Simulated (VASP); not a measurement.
A run of VASP 6.6.1 is set up as follows.

The input POSCAR:

```
Cl
1.0
    9.9665550000      0.0000000000      0.0000000000
    0.0000000000      9.9665550000      0.0000000000
    0.0000000000      0.0000000000      9.9665550000
Cl
24
Direct
    0.1215164116      0.7940958536      0.5139890363
    0.3086422540      0.8329959550      0.5772907489
   -0.1134995994      0.1082219483      0.1161685256
   -0.2274306418      0.2687889647      0.1417440630
    0.8901771976      0.7827579339      0.9975462936
    1.0823097851      0.8168820621      1.0297239116
    0.8401097470      0.0988305387      0.4332389677
    0.8713943785      0.1156969484      0.6325957164
    0.1908382586      0.1221886600      0.7912162227
    0.2223737289      0.2046946011      0.6066991052
    0.4251418870      0.7798582359      0.2839095354
    0.4024459806      0.8040190417      0.0857668472
    0.7971059208      0.6146757832      0.5492870907
    0.6077124944      0.6252310854      0.6160002127
    0.1144929216      0.4367406792      0.3352111136
    0.2978361129      0.4575302098      0.4015730611
    0.4999420562      0.3989944369      0.0539002695
    0.6222511189      0.4784802773     -0.0901916460
    0.6203246759     -0.1318309085      0.8025140081
    0.6249300786      0.0418098330      0.9078563255
    0.4935607138      0.1906676881      0.3104884285
    0.5444709832      0.3101171869      0.4631991696
    0.2064404401      0.4598981293      0.9182912250
    0.0543016117      0.4924269218      0.7856977662
```

INCAR.step1

```
SYSTEM = Cl
  ALGO = Normal
  EDIFF = 1E-4
  ENCUT = 520
  GGA = PE
  ISMEAR = -1
  LASPH = .True.
  LCHARG = .False.
  LREAL = Auto
  LWAVE = .True.
  NBANDS = 102
  NELM = 80
  PREC = Accurate
  SIGMA = 0.05
```

File INCAR.step2:

```
SYSTEM = Cl
  ALGO = Normal
  EDIFF = 1E-7
  ENCUT = 520
  ISIF = 2
  ISMEAR = -1
  ISTART = 1
  LASPH = .True.
  LCHARG = .False.
  LMIXTAU = .True.
  LREAL = Auto
  LWAVE = .False.
  METAGGA = R2SCAN
  NBANDS = 102
  NELM = 80
  PREC = Accurate
  SIGMA = 0.05
```

KPOINTS

```
k-points
0
Gamma
  1 1 1
  0 0 0
```

Potentials or basis: VASP PAW PBE potentials, release 64 (Cl).

Launch:

```bash
$ cat potpaw_PBE.64/Cl/POTCAR > POTCAR
$ cp INCAR.step1 INCAR
$ mpirun -np 1 vasp_gam > vasp.out
$ cp INCAR.step2 INCAR
$ mpirun -np 1 vasp_gam > vasp.out
```

Task: Predict the largest force.

Result: 1.028 eV/Å.

Task: Estimate the pressure.

Result: -0.4 GPa.

Forces in eV/Å, atoms in the order of the input:
```
Cl   0.477  0.153  0.145
Cl  -0.431 -0.183 -0.013
Cl   0.263 -0.042  0.098
Cl   0.185  0.034 -0.151
Cl  -0.390 -0.094 -0.111
Cl   0.422  0.035  0.129
Cl   0.230 -0.044  0.613
Cl  -0.180 -0.039 -0.514
Cl   0.123  0.284 -0.888
Cl  -0.100 -0.376  0.952
Cl  -0.115  0.129 -0.321
Cl   0.103 -0.087  0.197
Cl  -0.266 -0.009  0.115
Cl   0.357 -0.018 -0.254
Cl  -0.834  0.077 -0.284
Cl   0.334  0.066  0.171
Cl   0.507  0.461 -0.597
Cl  -0.741 -0.312  0.624
Cl  -0.086  0.566  0.247
Cl  -0.102 -0.464 -0.355
Cl  -0.087  0.123  0.514
Cl   0.312 -0.348 -0.286
Cl  -0.568  0.204 -0.597
Cl   0.586 -0.116  0.566
```

Caveat: the k points lie up to 0.63 Å⁻¹ apart; the atoms stand as in a frame of molecular dynamics; the PAW data sets were made with another functional, which shifts forces and pressure a little.
